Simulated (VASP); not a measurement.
A run of VASP 6.6.1:

INCAR

```
SYSTEM = Li
ALGO     = Normal         ! electronic algorithm
DIPOL    = 0.5 0.5 0.495
EDIFF    = 1E-6           ! SCF threshold, eV
ENCUT    = 520            ! plane-wave cutoff, eV
GGA      = PE             ! functional
IDIPOL   = 3            
ISIF     = 2              ! what is computed and relaxed
ISMEAR   = 0              ! smearing method
LASPH    = .True.         ! aspherical terms in the spheres
LCHARG   = .True.         ! write CHGCAR
LDIPOL   = .True.       
LELF     = .True.         ! ELF
LREAL    = .False.        ! projectors in reciprocal space
LVACPOTAV= .True.       
LVHAR    = .True.       
LWAVE    = .False.        ! write WAVECAR
NBANDS   = 12             ! bands
NELM     = 80             ! most SCF steps
PREC     = Accurate       ! precision mode
SIGMA    = 0.1            ! smearing width, eV
```

KPOINTS

```
k-points
0
Gamma
  10 10 1
  0 0 0
```

The input POSCAR:

```
Li
1.0
    2.9725867989      0.0000000000      0.0000000000
   -0.9908622663      2.8025817109      0.0000000000
    0.0000000000      0.0000000000     18.8542139156
Li
3
Direct
    0.5000000000      0.5000000000      0.3712697878
    0.0000000000      0.0000000000      0.4952842700
    0.5000000000      0.5000000000      0.6196559740
```

Potentials or basis: VASP PAW PBE potentials, release 64 (Li_sv).

Run with:

```bash
$ cat potpaw_PBE.64/Li_sv/POTCAR > POTCAR
$ mpirun -np 1 vasp_std > vasp.out
```

Hardware: 1 thread of Intel(R) Xeon(R) Platinum 8259CL CPU @ 2.50GHz (Skylake/Cascade Lake), with other jobs on the host.

Task: Estimate the wall time of this run.

Result: Run time: 62 s on 1 thread of Intel(R) Xeon(R) Platinum 8259CL CPU @ 2.50GHz (Skylake/Cascade Lake) (shared host), peak memory 0.27 GiB. Counts: scf iterations 20, k points 31.
